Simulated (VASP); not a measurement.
A run of VASP 6.6.1:

Contents of INCAR:

```
SYSTEM = YAlC4N4
PREC = Accurate
ENCUT = 520
EDIFF = 1E-6
ISMEAR = 0
SIGMA = 0.1
LREAL = .FALSE.
LASPH = .TRUE.
NELM = 150
ALGO = Normal
ISIF = 2
LWAVE = .FALSE.
LCHARG = .FALSE.
ISPIN = 2
MAGMOM = 0 0 1 1 1 1 1 1 1 1
LORBIT = 11
LMAXMIX = 4
GGA = PE
NBANDS = 40
```

Contents of KPOINTS:

```
Automatic mesh
0
G
  4 4 4
  0 0 0
```

POSCAR

```
YAlC4N4
1.0
    3.3811865600     -3.7158461400      0.0000000000
    3.3811865600      3.7158461400      0.0000000000
    0.0000000000      0.0000000000      7.4316922700
Y Al C N
1 1 4 4
Direct
    0.5000000000      0.5000000000      0.5000000000
    0.0000000000      0.0000000000      0.0000000000
    0.1784015200      0.8215984800      0.8215984800
    0.8215984800      0.1784015200      0.1784015200
    0.1784015200      0.8215984800      0.1784015200
    0.8215984800      0.1784015200      0.8215984800
    0.2897240700      0.7102759300      0.7102759300
    0.7102759300      0.2897240700      0.2897240700
    0.2897240700      0.7102759300      0.2897240700
    0.7102759300      0.2897240700      0.7102759300
```

Potentials or basis: VASP PAW PBE potentials, release 64 (Y_sv, Al, C, N).

The run is started by

```bash
$ cat potpaw_PBE.64/Y_sv/POTCAR potpaw_PBE.64/Al/POTCAR potpaw_PBE.64/C/POTCAR potpaw_PBE.64/N/POTCAR > POTCAR
$ mpirun -np 1 vasp_std > vasp.out
```

Hardware: 1 thread of Intel(R) Xeon(R) Platinum 8375C CPU @ 2.90GHz (Ice Lake) (shared host).

**Question.** How long does it take, and how much memory?

**Answer.** Run time: 5.7 min on 1 thread of Intel(R) Xeon(R) Platinum 8375C CPU @ 2.90GHz (Ice Lake) (shared host), peak memory 0.5 GiB. Counts: scf iterations 17, k points 21.
